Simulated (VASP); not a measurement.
A run of VASP 6.6.1:

The input INCAR:

```
SYSTEM = Al
PREC     = Accurate       ! precision mode
ENCUT    = 520            ! plane-wave cutoff, eV
EDIFF    = 1E-6           ! SCF threshold, eV
ISMEAR   = 0              ! smearing method
SIGMA    = 0.15           ! smearing width, eV
LREAL    = .False.        ! projectors in reciprocal space
LASPH    = .True.         ! aspherical terms in the spheres
NELM     = 100            ! most SCF steps
ALGO     = Fast           ! electronic algorithm
ISIF     = 2              ! what is computed and relaxed
LWAVE    = .False.        ! write WAVECAR
LCHARG   = .False.        ! write CHGCAR
GGA      = PE             ! functional
IVDW     = 12             ! dispersion correction
NBANDS   = 10             ! bands
```

Contents of KPOINTS:

```
regular mesh
0
Gamma
  18 18 10
  0 0 0
```

File POSCAR:

```
Al
1.0
    2.8124553515      0.0000000000      0.0000000000
   -1.4062276757      2.4356577814      0.0000000000
    0.0000000000      0.0000000000      4.8668500000
Al
2
Direct
    0.5434966539      0.0869933078      0.7500000000
    0.3333333333      0.6666666667      0.2500000000
```

Potentials or basis: VASP PAW PBE potentials, release 64 (Al).

Command:

```console
$ cat potpaw_PBE.64/Al/POTCAR > POTCAR
$ mpirun -np 1 vasp_std > vasp.out
```

Hardware: 1 thread of AMD EPYC 7R43 64-Core Processor (Zen 3) (shared host).

**Question.** Estimate the wall time of this run.

**Answer.** Wall time 110 s on 1 thread of AMD EPYC 7R43 64-Core Processor (Zen 3), with other jobs on the host, peak memory 0.23 GiB. Counts: scf iterations 12, k points 546.
